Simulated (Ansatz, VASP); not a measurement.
## SiC in VASP and in Ansatz

Contents of POSCAR:

```
SiC
1.0
    0.0000000000      1.8368974411      1.8368974411
    1.8368974411      0.0000000000      1.8368974411
    1.8368974411      1.8368974411      0.0000000000
C Si
1 1
Direct
    0.0000000000      0.0000000000      0.0000000000
    0.5000000000      0.5000000000      0.5000000000
```

File INCAR.step1:

```
  PREC = Accurate
  ENCUT = 520
  ISMEAR = 0
  SIGMA = 0.05
  LREAL = False
  LASPH = True
  NELM = 80
  NBANDS = 11
  GGA = PE
  ALGO = Normal
  EDIFF = 1E-4
  LWAVE = True
  LCHARG = False
```

The input INCAR.step2:

```
  PREC = Accurate
  ENCUT = 520
  EDIFF = 1E-7
  ISMEAR = 0
  SIGMA = 0.05
  LREAL = False
  LASPH = True
  NELM = 80
  ALGO = Normal
  ISIF = 2
  LWAVE = False
  LCHARG = False
  METAGGA = R2SCAN
  LMIXTAU = True
  NBANDS = 11
  ISTART = 1
```

Contents of KPOINTS:

```
regular mesh
0
Gamma
  20 20 20
```

Input for Ansatz:

```yaml
crystal:
  lattice:
    - [0.0, 1.8368974411, 1.8368974411]
    - [1.8368974411, 0.0, 1.8368974411]
    - [1.8368974411, 1.8368974411, 0.0]
  atoms:
    - { symbol: C, position: [0.0, 0.0, 0.0] }
    - { symbol: Si, position: [0.5, 0.5, 0.5] }
basis:
  ecutwfc: 500
  ecutrho_ratio: 4
kpoints:
  mp_grid: { grid: [20, 20, 20] }
hamiltonian:
  xc: r2scan
scf:
  occupations: { method: gaussian, width: 0.05 }
output:
  forces: true
  stress: true
  eigenvalues: true
```

Alike in both runs: task single point; functional r2SCAN; k mesh 20 × 20 × 20; occupations gaussian, width 0.05 eV; no spin polarisation.

```csv
,VASP,Ansatz
version,VASP 6.6.1,Ansatz 0.2.0
potentials or method,"VASP PAW PBE potentials, release 64 (C, Si), cutoff 520 eV","scalar-relativistic, plane waves, PAW"
valence electrons in the cell,8,8
```

Ansatz gave:

* gap on the k mesh at the Fermi level (eV): 1.41
* least direct gap on the mesh (eV): 7.26

Problem. What did VASP give for the same quantities?

Solution. gap on the k mesh at the Fermi level (eV): 1.42; least direct gap on the mesh (eV): 7.28.

VASP's potentials were made for PBE, not for r2SCAN.
